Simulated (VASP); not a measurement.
# GaSb (Immm) in VASP: notebook

The runs below take GaSb through single point, with LDA.

All numbers are computed with VASP 6.6.1; they aren't measurements. Logs are shortened: lines on timing, memory, paths and dates and some standing lists are left out, and cuts for length are marked.

## (1) The cell of the first run

It takes space group Immm (No. 71, orthorhombic). The conventional cell has a = 2.978 Å, b = 4.535 Å, c = 6.449 Å, α = 90.00°, β = 90.00°, γ = 90.00°. Ga (site symmetry mmm) has 6 Sb at 2.71 to 3.22 Å and 2 Ga at 2.98 Å within 3.6 Å. Sb (site symmetry mmm) has 6 Ga at 2.71 to 3.22 Å and 2 Sb at 2.98 Å within 3.6 Å.

## (2) Single point, LDA

Contents of INCAR:

```
PREC = Accurate ; ENCUT = 520
EDIFF = 1E-6 ; ISMEAR = 0
SIGMA = 0.15 ; LREAL = F
LASPH = T ; NELM = 80
ALGO = Normal ; ISIF = 2
LWAVE = F ; LCHARG = F
GGA = CA ; NBANDS = 16
```

Contents of KPOINTS:

```
regular mesh
0
Gamma
  16 16 16
```

Contents of POSCAR:

```
GaSb
1.0
   -1.4892412636      2.2675145744      3.2247492426
    1.4892412636     -2.2675145744      3.2247492426
    1.4892412636      2.2675145744     -3.2247492426
Ga Sb
1 1
Direct
    0.0000000000      0.0000000000      0.0000000000
    0.5000000000      0.5000000000      0.0000000000
```

Potentials or basis: VASP PAW LDA potentials, release 64 (Ga_d, Sb).

Started as:

```bash
cat potpaw_LDA.64/Ga_d/POTCAR potpaw_LDA.64/Sb/POTCAR > POTCAR
mpirun -np 1 vasp_std > vasp.out
```

OUTCAR:

```text
PREC = Accurate
   ENCUT = 520
   EDIFF = 1E-6
   ISMEAR = 0
   LREAL = F
   LASPH = T
   NELM = 80
   ISIF = 2
   GGA = CA

 ion  position               nearest neighbor table
   1  0.000  0.000  0.000-   2 2.71   2 2.71   2 2.71   2 2.71   2 3.22   2 3.22
   2  0.500  0.500  0.000-   1 2.71   1 2.71   1 2.71   1 2.71   1 3.22   1 3.22

  LATTYP: Found a body centered orthorhombic cell.
 ALAT       =     2.9784825272
 B/A-ratio  =     1.5225971975
 C/A-ratio  =     2.1653638812

  Lattice vectors:

 A1 = (  -1.4892412636,   2.2675145744,   3.2247492426)
 A2 = (   1.4892412636,  -2.2675145744,   3.2247492426)
 A3 = (   1.4892412636,   2.2675145744,  -3.2247492426)

Analysis of symmetry for initial positions (statically):
=====================================================================
 Subroutine PRICEL returns:
 Original cell was already a primitive cell.

 Routine SETGRP: Setting up the symmetry group for a
 body centered orthorhombic supercell.

 Subroutine GETGRP returns: Found  8 space group operations
 (whereof  8 operations were pure point group operations)
 out of a pool of  8 trial point group operations.

The static configuration has the point symmetry D_2h.

Analysis of symmetry for dynamics (positions and initial velocities):
=====================================================================
 Subroutine PRICEL returns:
 Original cell was already a primitive cell.

 Routine SETGRP: Setting up the symmetry group for a
 body centered orthorhombic supercell.

 Subroutine GETGRP returns: Found  8 space group operations
 (whereof  8 operations were pure point group operations)
 out of a pool of  8 trial point group operations.

The dynamic configuration has the point symmetry D_2h.

 Subroutine INISYM returns: Found  8 space group operations
 (whereof  8 operations are pure point group operations),
 and found     1 'primitive' translations

----------------------------------------------------------------------------------------

                                     Primitive cell

  volume of cell :      43.5583

  direct lattice vectors                    reciprocal lattice vectors
    -1.489241264  2.267514574  3.224749243     0.000000000  0.220505749  0.155050816
     1.489241264 -2.267514574  3.224749243     0.335741436  0.000000000  0.155050816
[... 83 lines left out ...]
   ENCUT  =  520.0 eV  38.22 Ry    6.18 a.u.   7.84  7.84  7.84*2*pi/ulx,y,z
   NELM   =     80;   NELMIN=  2; NELMDL= -5     # of ELM steps
   EDIFF  = 0.1E-05   stopping-criterion for ELM
   LREAL  =      F    real-space projection
   EDIFFG = 0.1E-04   stopping-criterion for IOM
   NSW    =      0    number of steps for IOM
   IBRION =     -1    ionic relax: 0-MD 1-quasi-New 2-CG
   NFREE  =      0    steps in history (QN), initial steepest desc. (CG)
   ISIF   =      2    stress and relaxation
   ISYM   =      2    0-nonsym 1-usesym 2-fastsym
   POTIM  = 0.5000    time-step for ionic-motion
   TEBEG  =    0.0;   TEEND  =   0.0 temperature during run
   PSTRESS=    0.0 pullay stress
   NELECT =      18.0000    total number of electrons
   NUPDOWN=      -1.0000    fix difference up-down
   EMIN   =  10.00;   EMAX   =-10.00  energy-range for DOS
   EFERMI =   0.00;   METHOD = LEGACY
   ISMEAR =     0;   SIGMA  =   0.15  broadening in eV -4-tet -1-fermi 0-gaus
   EFERMI_NEDOS =   21; number of points for ismear=-14 and -15
   IALGO  =     38    algorithm
   IMIX   =      4    mixing-type and parameters
     AMIX     =   0.40;   BMIX     =  1.00
     AMIX_MAG =   1.60;   BMIX_MAG =  1.00
  volume/ion in A,a.u.               =      21.78       146.97
  Fermi-wavevector in a.u.,A,eV,Ry     =   1.219388  2.304309 20.230604  1.486907
  Thomas-Fermi vector in A             =   2.354642
   LORBIT       =      0    0 simple, 1 ext, 2 COOP (PROOUT), +10 PAW based schemes
   GGA     = CA    functional components
   LHFCALC =     F    Hartree Fock is set to
   AEXX    =    0.0000 exact exchange contribution
   IVDW    =     0    specifies the selected vdW correction
   LEPSILON=     F    determine dielectric tensor
   LRPA    =     F    only Hartree local field effects (RPA)
 non-spin polarized calculation
 Gauss-broadening in eV      SIGMA  =   0.15
  energy-cutoff  :      520.00
  volume of cell :       43.56
 maximum number of plane-waves:      1202
   NGX = 15   NGY = 15   NGZ = 15

 number of electron      17.9999993 magnetization

 Free energy of the ion-electron system (eV)
  ---------------------------------------------------
  ext. energy  EPLUGINS =         0.00000000
  ---------------------------------------------------
  free energy    TOTEN  =        -7.77856993 eV

  energy without entropy =       -7.76837456  energy(sigma->0) =       -7.77347225

 E-fermi :   7.6187     XC(G=0): -10.8712

 val. band max:        7.6185850886   @ k =  -0.1875  -0.3125   0.1250
 cond. band min:       7.6201673984   @ k =  -0.2500   0.5000   0.1250
 fundamental gap:      0.0015823098
 Fermi energy:         7.6186721710

 k-point     1 :       0.0000    0.0000    0.0000
  band No.  band energies     occupation
      1      -7.7325      2.00000
      2      -7.6762      2.00000
      3      -7.6009      2.00000
      4      -7.5930      2.00000
      5      -7.5212      2.00000
      6      -5.4067      2.00000
[... 433 lines left out ...]
      3      -7.6015      2.00000
      4      -7.6002      2.00000
      5      -7.5245      2.00000
      6      -5.2351      2.00000
[... 8 lines left out ...]
     15      17.7617      0.00000
     16      18.0533      0.00000

 [... further k-points ...]

------------------------ aborting loop because EDIFF is reached ----------------------------------------

  FORCE on cell =-STRESS in cart. coord.  units (eV):
  Direction    XX          YY          ZZ          XY          YZ          ZX
  --------------------------------------------------------------------------------------
  -------------------------------------------------------------------------------------
  Total        4.7885828      5.0294598     -2.6875257      0.0000000      0.0000000      0.0000000
  in kB      176.1353353    184.9953608    -98.8535154      0.0000000      0.0000000      0.0000000
  external PRESSURE =      87.4257269 kB  Pullay stress =       0.0000000 kB

 VOLUME and BASIS-vectors are now :
 -----------------------------------------------------------------------------
  energy-cutoff  :      520.00
  volume of cell :       43.56
      direct lattice vectors                 reciprocal lattice vectors
    -1.489241264  2.267514574  3.224749243     0.000000000  0.220505749  0.155050816
     1.489241264 -2.267514574  3.224749243     0.335741436  0.000000000  0.155050816
     1.489241264  2.267514574 -3.224749243     0.335741436  0.220505749  0.000000000

 POSITION                                       TOTAL-FORCE (eV/Angst)
 -----------------------------------------------------------------------------------
      0.00000      0.00000      0.00000         0.000000     -0.000000     -0.000000
      0.00000      0.00000      3.22475        -0.000000      0.000000      0.000000
 -----------------------------------------------------------------------------------
    total drift:                                0.000000     -0.000000      0.000000

  FREE ENERGIE OF THE ION-ELECTRON SYSTEM (eV)
  ---------------------------------------------------
  free  energy   TOTEN  =        -7.7785699314 eV

  energy  without entropy=       -7.7683745628  energy(sigma->0) =       -7.77347225
```

OSZICAR:

```text
N       E                     dE             d eps       ncg     rms          rms(c)
DAV:   1     0.802303532304E+02    0.80230E+02   -0.86495E+03 20536   0.152E+03
DAV:   2    -0.190146975132E+01   -0.82132E+02   -0.79249E+02 23400   0.305E+02
DAV:   3    -0.773348803506E+01   -0.58320E+01   -0.58063E+01 24304   0.633E+01
DAV:   4    -0.782789375761E+01   -0.94406E-01   -0.94393E-01 24096   0.889E+00
DAV:   5    -0.783002857902E+01   -0.21348E-02   -0.21348E-02 25464   0.120E+00    0.317E+00
DAV:   6    -0.779144551885E+01    0.38583E-01   -0.46705E-02 25776   0.415E+00    0.179E+00
DAV:   7    -0.777911018878E+01    0.12335E-01   -0.14159E-02 29528   0.140E+00    0.323E-01
DAV:   8    -0.777859008837E+01    0.52010E-03   -0.18872E-03 25400   0.588E-01    0.368E-02
DAV:   9    -0.777856999008E+01    0.20098E-04   -0.11051E-04 23392   0.769E-02    0.193E-02
DAV:  10    -0.777856993141E+01    0.58674E-07   -0.70525E-06 26144   0.241E-02
   1 F= -.77785699E+01 E0= -.77734722E+01  d E =-.101954E-01
```

stdout:

```text
POSCAR found type information on POSCAR GaSb
 POSCAR found :  2 types and       2 ions
 scaLAPACK will be used
 LDA part: xc-table for (Slater(with rela. corr.)+CA(PZ))
 , standard interpolation
 POSCAR, INCAR and KPOINTS ok, starting setup
 FFT: planning ... GRIDC
 FFT: planning ... GRID_SOFT
 FFT: planning ... GRID
 WAVECAR not read
 entering main loop
```

Wall time 2.3 min (1 thread of Intel Xeon Platinum 8488C (Sapphire Rapids), shared host); peak memory 0.52 GiB.

Results:

```
Free energy            : -7.7786 eV
Pressure               : 8.7 GPa
Band gap on the k mesh : zero (bands 9 and 10 overlap by 6.18 eV)
```

Stress tensor (GPa, compression positive):
```
17.61  0.00  0.00
 0.00 18.50  0.00
 0.00  0.00 -9.89
```

Levels at points of the mesh, in eV from the Fermi level:
```csv
k point,band 6,band 7,band 8,band 9,band 10,band 11,band 12,band 13
"(0.00, 0.00, 0.00)",-13.03,-3.68,-2.55,-0.24,2.30,3.92,4.64,5.81
"(0.50, 0.00, 0.00)",-11.45,-9.06,-1.63,-0.16,4.99,5.33,5.50,7.24
"(0.00, 0.50, 0.00)",-8.62,-7.18,-0.61,-0.09,0.69,1.13,1.51,2.06
"(0.50, 0.50, 0.00)",-7.74,-5.99,-4.09,-4.00,-1.15,2.98,6.48,7.32
"(0.50, 0.50, 0.50)",-11.28,-5.80,-5.07,-4.63,3.31,7.40,7.89,11.47
```

Caveat: the cell differs from its parent crystal (strain +e along x and -e along y +0.0200, strain +e along z and -e/2 along x and y +0.1500); the stress differs along the axes, from -10 to 18 GPa; spin-orbit coupling is left out, which moves the levels of the heavy elements.

## (3) Single point, LDA

Contents of INCAR:

```
SYSTEM = GaSb
PREC = Accurate
ENCUT = 520
EDIFF = 1E-6
ISMEAR = 0
SIGMA = 0.15
LREAL = .FALSE.
LASPH = .TRUE.
NELM = 80
ALGO = Normal
ISIF = 2
LWAVE = .FALSE.
LCHARG = .FALSE.
NBANDS = 16
```

Contents of KPOINTS:

```
Automatic mesh
0
G
  16 16 16
  0 0 0
```

Contents of POSCAR:

```
GaSb
1.0
   -1.4262045964      2.3677362131      3.2247492426
    1.4262045964     -2.3677362131      3.2247492426
    1.4262045964      2.3677362131     -3.2247492426
Ga Sb
1 1
Direct
    0.0000000000      0.0000000000      0.0000000000
    0.5000000000      0.5000000000      0.0000000000
```

Potentials or basis: VASP PAW LDA potentials, release 64 (Ga_d, Sb).

Started as:

```bash
cat potpaw_LDA.64/Ga_d/POTCAR potpaw_LDA.64/Sb/POTCAR > POTCAR
mpirun -np 1 vasp_std > vasp.out
```

It took 2.3 min on 1 thread of Intel Xeon Platinum 8488C (Sapphire Rapids), shared host; peak memory 0.52 GiB.

It converged, with:

| Property | Result |
| --- | --- |
| Free energy | -7.7731 eV |
| Pressure | 8.8 GPa |
| Band gap on the k mesh | zero (bands 9 and 10 overlap by 6.07 eV) |

Stress tensor (GPa, compression positive):
```
19.23  0.00  0.00
 0.00 16.97  0.00
 0.00  0.00 -9.67
```

Levels at points of the mesh, in eV from the Fermi level:
| k point | band 6 | band 7 | band 8 | band 9 | band 10 | band 11 | band 12 | band 13 |
| --- | --- | --- | --- | --- | --- | --- | --- | --- |
| (0.00, 0.00, 0.00) | -13.07 | -4.00 | -3.43 | -0.79 | 2.22 | 3.46 | 5.81 | 6.17 |
| (0.50, 0.00, 0.00) | -11.68 | -9.14 | -1.83 | -0.30 | 3.72 | 4.31 | 6.64 | 8.58 |
| (0.00, 0.50, 0.00) | -8.14 | -6.90 | -0.97 | -0.04 | 0.21 | 1.13 | 1.68 | 2.43 |
| (0.50, 0.50, 0.00) | -7.40 | -5.99 | -3.88 | -3.61 | -0.89 | 3.13 | 6.33 | 6.77 |
| (0.50, 0.50, 0.50) | -11.38 | -5.81 | -5.41 | -5.39 | 4.83 | 7.22 | 8.61 | 11.12 |

Caveat: the cell differs from its parent crystal (strain +e along x and -e along y -0.0200, strain +e along z and -e/2 along x and y +0.1500); the stress differs along the axes, from -10 to 19 GPa; spin-orbit coupling is left out, which moves the levels of the heavy elements.

(Continued in part 2 of 2.)
